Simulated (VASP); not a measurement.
# Pd (Fm-3m) in VASP: notebook

Pd is run at these levels: PBE; tasks: single point.

Program: VASP 6.6.1. These are calculated values, not measurements. Logs are shortened: lines on timing, memory, paths and dates and some standing lists are left out, and cuts for length are marked.

## Step 1: The cell of the first run

It takes space group Fm-3m (No. 225, cubic). The conventional cell has a = 3.942 Å, b = 3.942 Å, c = 3.942 Å, α = 90.00°, β = 90.00°, γ = 90.00°. Within 3.7 Å of Pd (site symmetry m-3m) lie 12 Pd at 2.79 Å.

## Step 2: Single point, PBE

File POSCAR:

```
Pd
1.0
    0.0000000000      1.9707693755      1.9707693755
    1.9707693755      0.0000000000      1.9707693755
    1.9707693755      1.9707693755      0.0000000000
Pd
1
Direct
    0.0000000000      0.0000000000      0.0000000000
```

File INCAR.step1:

```
PREC = Accurate ; ENCUT = 520
EDIFF = 1E-7 ; ISMEAR = 0
SIGMA = 0.05 ; LREAL = False
LASPH = True ; NELM = 100
ALGO = Fast ; ISIF = 2
LWAVE = False ; LCHARG = True
LMAXMIX = 4 ; GGA = PE
NBANDS = 11
```

File KPOINTS.step1:

```
regular mesh
0
Gamma
  20 20 20
```

File INCAR.step2:

```
PREC = Accurate ; ENCUT = 520
EDIFF = 1E-7 ; ISMEAR = -5
SIGMA = 0.05 ; LREAL = False
LASPH = True ; NELM = 100
ALGO = Fast ; ISIF = 2
LWAVE = False ; LCHARG = False
LMAXMIX = 4 ; GGA = PE
LORBIT = 11 ; NBANDS = 11
NEDOS = 1001 ; ICHARG = 11
```

File KPOINTS.step2:

```
regular mesh
0
Gamma
  30 30 30
```

Potentials or basis: VASP PAW PBE potentials, release 64 (Pd).

Launch:

```console
$ cat potpaw_PBE.64/Pd/POTCAR > POTCAR
$ cp INCAR.step1 INCAR
$ cp KPOINTS.step1 KPOINTS
$ mpirun -np 1 vasp_std > vasp.out
$ cp INCAR.step2 INCAR
$ cp KPOINTS.step2 KPOINTS
$ mpirun -np 1 vasp_std > vasp.out
```

OUTCAR:

```text
PREC = Accurate
   ENCUT = 520
   EDIFF = 1E-7
   ISMEAR = -5
   LREAL = False
   LASPH = True
   NELM = 100
   ISIF = 2
   GGA = PE
   LORBIT = 11
   ICHARG = 11

 ion  position               nearest neighbor table
   1  0.000  0.000  0.000-

  LATTYP: Found a face centered cubic cell.
 ALAT       =     3.9415387510

  Lattice vectors:

 A1 = (   0.0000000000,   1.9707693755,   1.9707693755)
 A2 = (   1.9707693755,   0.0000000000,   1.9707693755)
 A3 = (   1.9707693755,   1.9707693755,   0.0000000000)

Analysis of symmetry for initial positions (statically):
=====================================================================
 Subroutine PRICEL returns:
 Original cell was already a primitive cell.

 Routine SETGRP: Setting up the symmetry group for a
 face centered cubic supercell.

 Subroutine GETGRP returns: Found 48 space group operations
 (whereof 48 operations were pure point group operations)
 out of a pool of 48 trial point group operations.

The static configuration has the point symmetry O_h .

Analysis of symmetry for dynamics (positions and initial velocities):
=====================================================================
 Subroutine PRICEL returns:
 Original cell was already a primitive cell.

 Routine SETGRP: Setting up the symmetry group for a
 face centered cubic supercell.

 Subroutine GETGRP returns: Found 48 space group operations
 (whereof 48 operations were pure point group operations)
 out of a pool of 48 trial point group operations.

The dynamic configuration has the point symmetry O_h .

 Subroutine INISYM returns: Found 48 space group operations
 (whereof 48 operations are pure point group operations),
 and found     1 'primitive' translations

----------------------------------------------------------------------------------------

                                     Primitive cell

  volume of cell :      15.3087

  direct lattice vectors                    reciprocal lattice vectors
     0.000000000  1.970769375  1.970769375    -0.253708022  0.253708022  0.253708022
     1.970769375  0.000000000  1.970769375     0.253708022 -0.253708022  0.253708022
     1.970769375  1.970769375  0.000000000     0.253708022  0.253708022 -0.253708022

  length of vectors
     2.787088779  2.787088779  2.787088779     0.439435184  0.439435184  0.439435184

  position of ions in fractional coordinates (direct lattice)
     0.000000000  0.000000000  0.000000000

  ion indices of the primitive-cell ions
   primitive index   ion index
                 1           1

[... 86 lines left out ...]
   EMIN   =  10.00;   EMAX   =-10.00  energy-range for DOS
   EFERMI =   0.00;   METHOD = LEGACY
   ISMEAR =    -5;   SIGMA  =   0.05  broadening in eV -4-tet -1-fermi 0-gaus
   EFERMI_NEDOS =   21; number of points for ismear=-14 and -15
   IALGO  =     68    algorithm
   IMIX   =      4    mixing-type and parameters
     AMIX     =   0.40;   BMIX     =  1.00
     AMIX_MAG =   1.60;   BMIX_MAG =  1.00
  volume/ion in A,a.u.               =      15.31       103.31
  Fermi-wavevector in a.u.,A,eV,Ry     =   1.420460  2.684280 27.452567  2.017707
  Thomas-Fermi vector in A             =   2.541373
   LORBIT       =     11    0 simple, 1 ext, 2 COOP (PROOUT), +10 PAW based schemes
   GGA     = PE    functional components
   LHFCALC =     F    Hartree Fock is set to
   AEXX    =    0.0000 exact exchange contribution
   IVDW    =     0    specifies the selected vdW correction
   LEPSILON=     F    determine dielectric tensor
   LRPA    =     F    only Hartree local field effects (RPA)
 non-spin polarized calculation
 RMM-DIIS sequential band-by-band and
 Fermi weights with tetrahedron method with Bloechl corrections
  energy-cutoff  :      520.00
  volume of cell :       15.31
 maximum number of plane-waves:       428
 NGX is ok and might be reduce to    24

 number of electron      10.0000000 magnetization

 Free energy of the ion-electron system (eV)
  ---------------------------------------------------
  ext. energy  EPLUGINS =         0.00000000
  ---------------------------------------------------
  free energy    TOTEN  =        -5.21622391 eV

  energy without entropy =       -5.21622391  energy(sigma->0) =       -5.21622391

 E-fermi :   9.1421     XC(G=0): -12.9555

 val. band max:        9.1469697774   @ k =   0.4333   0.2000   0.0000
 cond. band min:       9.1274436538   @ k =   0.3667   0.1000   0.0000
 fundamental gap:     -0.0195261235
 Fermi energy:         9.1421025750

 k-point     1 :       0.0000    0.0000    0.0000
  band No.  band energies     occupation
      1       2.3123      2.00000
      2       6.4847      2.00000
      3       6.4847      2.00000
      4       6.4847      2.00000
      5       8.0008      2.00000
      6       8.0008      2.00000
      7      26.3350      0.00000
      8      30.9029      0.00000
      9      30.9029      0.00000
     10      30.9029      0.00000
     11      35.4666      0.00000
[... 309 lines left out ...]
 k-point    24 :       0.2667    0.0333    0.0000
  band No.  band energies     occupation
      1       4.0287      2.00000
      2       6.4427      2.00000
      3       6.7646      2.00000
      4       6.7823      2.00000
      5       8.0883      2.00000
      6       8.2882      2.00000
      7      23.2029      0.00000
      8      27.2728      0.00000
      9      31.3746      0.00000
     10      33.2340      0.00000
     11      33.7797      0.00000

 [... further k-points ...]

------------------------ aborting loop because EDIFF is reached ----------------------------------------

  FORCE on cell =-STRESS in cart. coord.  units (eV):
  Direction    XX          YY          ZZ          XY          YZ          ZX
  --------------------------------------------------------------------------------------
  -------------------------------------------------------------------------------------
  Total        0.1184409      0.1184409      0.1184409      0.0000000      0.0000000      0.0000000
  in kB       12.3958094     12.3958094     12.3958094      0.0000000      0.0000000      0.0000000
  external PRESSURE =      12.3958094 kB  Pullay stress =       0.0000000 kB

 VOLUME and BASIS-vectors are now :
 -----------------------------------------------------------------------------
  energy-cutoff  :      520.00
  volume of cell :       15.31
      direct lattice vectors                 reciprocal lattice vectors
     0.000000000  1.970769375  1.970769375    -0.253708022  0.253708022  0.253708022
     1.970769375  0.000000000  1.970769375     0.253708022 -0.253708022  0.253708022
     1.970769375  1.970769375  0.000000000     0.253708022  0.253708022 -0.253708022

 POSITION                                       TOTAL-FORCE (eV/Angst)
 -----------------------------------------------------------------------------------
      0.00000      0.00000      0.00000         0.000000      0.000000     -0.000000
 -----------------------------------------------------------------------------------
    total drift:                               -0.000000     -0.000000      0.000000

  FREE ENERGIE OF THE ION-ELECTRON SYSTEM (eV)
  ---------------------------------------------------
  free  energy   TOTEN  =        -5.2162239121 eV

  energy  without entropy=       -5.2162239121  energy(sigma->0) =       -5.21622391

 total charge

# of ion       s       p       d       tot
------------------------------------------
    1        0.470   0.437   8.459   9.366
```

It took 98 s on 1 thread of Intel Xeon Platinum 8259CL at 2.50GHz (Skylake/Cascade Lake), shared host; peak memory 0.24 GiB.

What came out:

| Property | Result |
| --- | --- |
| Valence electrons inside the program's atomic spheres | Pd 9.37 |

Caveat: tetrahedron occupations give inexact forces and stress in metals.

## Step 3: Single point, PBE, non-collinear spin, zero start, spin-orbit coupling

POSCAR is that of step 2.

File INCAR.step1:

```
SYSTEM = Pd
PREC = Accurate ; ENCUT = 520
EDIFF = 1E-6 ; ISMEAR = 0
SIGMA = 0.05 ; LREAL = .FALSE.
LASPH = .TRUE. ; NELM = 150
ALGO = Normal ; ISIF = 2
LWAVE = .FALSE. ; LCHARG = .TRUE.
MAGMOM = 0 0 0 ; LSORBIT = .TRUE.
GGA_COMPAT = .FALSE. ; LORBMOM = .TRUE.
LMAXMIX = 4 ; GGA = PE
NBANDS = 21
```

File KPOINTS.step1:

```
regular mesh
0
G
  20 20 20
  0 0 0
```

File INCAR.step2:

```
SYSTEM = Pd
PREC = Accurate ; ENCUT = 520
EDIFF = 1E-6 ; ISMEAR = -5
SIGMA = 0.05 ; LREAL = .FALSE.
LASPH = .TRUE. ; NELM = 150
ALGO = Normal ; ISIF = 2
LWAVE = .FALSE. ; LCHARG = .FALSE.
MAGMOM = 0 0 0 ; LORBIT = 11
LSORBIT = .TRUE. ; GGA_COMPAT = .FALSE.
LORBMOM = .TRUE. ; LMAXMIX = 4
GGA = PE ; NBANDS = 21
NEDOS = 2001 ; ICHARG = 11
```

File KPOINTS.step2:

```
regular mesh
0
G
  30 30 30
  0 0 0
```

Potentials or basis: VASP PAW PBE potentials, release 64 (Pd).

Launch:

```console
$ cat potpaw_PBE.64/Pd/POTCAR > POTCAR
$ cp INCAR.step1 INCAR
$ cp KPOINTS.step1 KPOINTS
$ mpirun -np 1 vasp_ncl > vasp.out
$ cp INCAR.step2 INCAR
$ cp KPOINTS.step2 KPOINTS
$ mpirun -np 1 vasp_ncl > vasp.out
```

It took 8.9 min on 1 thread of Intel Xeon Platinum 8259CL at 2.50GHz (Skylake/Cascade Lake), shared host; peak memory 0.45 GiB.

Results (log left out):

* Net moment: 0.00 μB per cell
* Valence electrons inside the program's atomic spheres: Pd 9.37

Moments on the atoms (μB; x, y, z):
```
Pd  0.00 0.00 0.00
```
